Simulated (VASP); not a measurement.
Input of a VASP 6.6.1 run:

The input INCAR:

```
SYSTEM = W2Se3S
  PREC = Accurate
  ENCUT = 520
  EDIFF = 1E-7
  ISMEAR = -1
  SIGMA = 0.05
  LREAL = .False.
  LASPH = .True.
  NELM = 100
  ALGO = Normal
  ISIF = 2
  LWAVE = .False.
  LCHARG = .False.
  GGA = PS
  NBANDS = 35
```

The input KPOINTS:

```
Automatic mesh
0
Gamma
  6 6 2
  0 0 0
```

The input POSCAR:

```
W2Se3S
1.0
    3.2398830803     -0.0002094909     -0.0053853244
   -1.6200160113      2.8059539725      0.0089201322
   -0.0223894917      0.0305398946     13.5918108042
W Se S
2 3 1
Direct
    0.3271232819      0.6669765583      0.7427274777
    0.3320323050      0.6721251340      0.2540590153
    0.6657253032      0.3360559423      0.3780990018
    0.6649181560      0.3414679776      0.1301230164
   -0.0057740389     -0.0023957313      0.8674935443
   -0.0065413154      0.0027366091      0.6307890222
```

Potentials or basis: VASP PAW PBE potentials, release 64 (W_sv, Se, S).

Command:

```sh
$ cat potpaw_PBE.64/W_sv/POTCAR potpaw_PBE.64/Se/POTCAR potpaw_PBE.64/S/POTCAR > POTCAR
$ mpirun -np 1 vasp_std > vasp.out
```

(1) What does it give for the largest force?

(2) What does it give for the pressure?

## Answers

(1) 0.064 eV/Å.

(2) 0.4 GPa.

Caveat: the PAW data sets were made with another functional, which shifts forces and pressure a little.
